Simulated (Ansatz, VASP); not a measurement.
**Ti in VASP and in Ansatz**

Contents of INCAR:

```
PREC = Accurate
ENCUT = 520
EDIFF = 1E-6
ISMEAR = 0
SIGMA = 0.15
LREAL = F
LASPH = T
NELM = 80
ALGO = Fast
ISIF = 2
LWAVE = F
LCHARG = F
GGA = PS
NBANDS = 12
```

KPOINTS

```
Automatic mesh
0
Gamma
  20 20 20
```

The input POSCAR:

```
Ti
1.0
   -1.7148450000      1.7148450000      1.6410000000
    1.7148450000     -1.7148450000      1.6410000000
    1.7148450000      1.7148450000     -1.6410000000
Ti
1
Direct
    0.0000000000      0.0000000000      0.0000000000
```

Input for Ansatz:

```yaml
crystal:
  lattice:
    - [-1.714845, 1.714845, 1.641]
    - [1.714845, -1.714845, 1.641]
    - [1.714845, 1.714845, -1.641]
  atoms:
    - { symbol: Ti, position: [0.0, 0.0, 0.0] }
basis:
  ecutwfc: 420
kpoints:
  mp_grid: { grid: [20, 20, 20] }
hamiltonian:
  xc: pbesol
scf:
  occupations: { method: gaussian, width: 0.15 }
output:
  forces: true
  stress: true
  eigenvalues: true
```

Change from the starting cell: strain +0.0450 x Voigt [1, 1, 0, 0, 0, 0], atoms carried along.

Alike in both runs: task single point; functional PBEsol; k mesh 20 × 20 × 20; occupations gaussian, width 0.15 eV; no spin polarisation.

|  | VASP | Ansatz |
| --- | --- | --- |
| version | VASP 6.6.1 | Ansatz 0.2.0 |
| potentials or method | VASP PAW PBE potentials, release 64 (Ti_sv), cutoff 520 eV | scalar-relativistic, plane waves, PAW |
| valence electrons in the cell | 12 | 12 |

```tsv
	VASP	Ansatz	Ansatz less VASP
gap on the k mesh at the Fermi level (eV)	none	none	-
pressure (GPa)	-13.4	-13.3	+0.10
traceless stress, the component that is largest in VASP (GPa)	-0.93	-0.93	-0.003
```

VASP's potentials were made for PBE, not for PBEsol. A gap of «none» marks a metal or a gap that the smearing closes.
